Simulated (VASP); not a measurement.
Wanted: the native input for a VASP 6.6.1 run.

| Quantity | Value |
| --- | --- |
| Task | relaxation of cell and atoms |
| Functional | PBEsol |
| Potentials or basis | VASP PAW PBE potentials, release 64 (Re) |
| Cutoff | 600 eV |
| k mesh | 9 × 9 × 5 |
| Occupations | fermi-dirac, width 0.3 eV |
| Spin | no spin polarisation |
| Dipole correction | no |
| Further INCAR settings | ALGO = Normal; EDIFF = 1e-07; IBRION = 2; EDIFFG = -0.01; NSW = 100; ISIF = 3 |

The structure of Re lies in POSCAR:

```
Re
1.0
    2.7608000000      0.0000000000      0.0000000000
   -1.3804000000      2.3909229300      0.0000000000
    0.0000000000      0.0000000000      4.4582000000
Re
2
Direct
    0.3333333333      0.6666666667      0.2500000000
    0.6666666667      0.3333333333      0.7500000000
```

These files were run (other wordings do the same):

INCAR

```
  PREC = Accurate
  ENCUT = 600
  EDIFF = 1E-7
  ISMEAR = -1
  SIGMA = 0.3
  LREAL = F
  LASPH = T
  NELM = 80
  ALGO = Normal
  ISIF = 3
  LWAVE = F
  LCHARG = F
  GGA = PS
  IBRION = 2
  NSW = 100
  EDIFFG = -0.01
```

KPOINTS

```
regular mesh
0
Gamma
  9 9 5
```

Potentials or basis: VASP PAW PBE potentials, release 64 (Re).

Command:

```console
$ cat potpaw_PBE.64/Re/POTCAR > POTCAR
$ mpirun -np 1 vasp_std > vasp.out
```

It gave:

* Relaxed volume: 14.63 Å³/atom
* Relaxed cell: a = 2.761 Å, b = 2.761 Å, c = 4.430 Å, α = 90.00°, β = 90.00°, γ = 120.00°
* Space group after relaxing (to 0.05 Å): P6_3/mmc (No. 194)
* Energy gained by relaxing: 1.2 meV/atom
* Ionic steps: 5
* Pressure after relaxing: 0.0 GPa
* Band gap on the k mesh: zero (band 7 reaches 9.02 eV, above the bottom of band 8 at 6.23 eV)

Caveat: the PAW data sets were made with another functional, which shifts forces and pressure a little; spin-orbit coupling is left out, which moves the levels of the heavy elements.

It took 42 s on 1 thread of Intel(R) Xeon(R) Platinum 8375C CPU @ 2.90GHz (Ice Lake), on a shared host, peak memory 0.16 GiB.
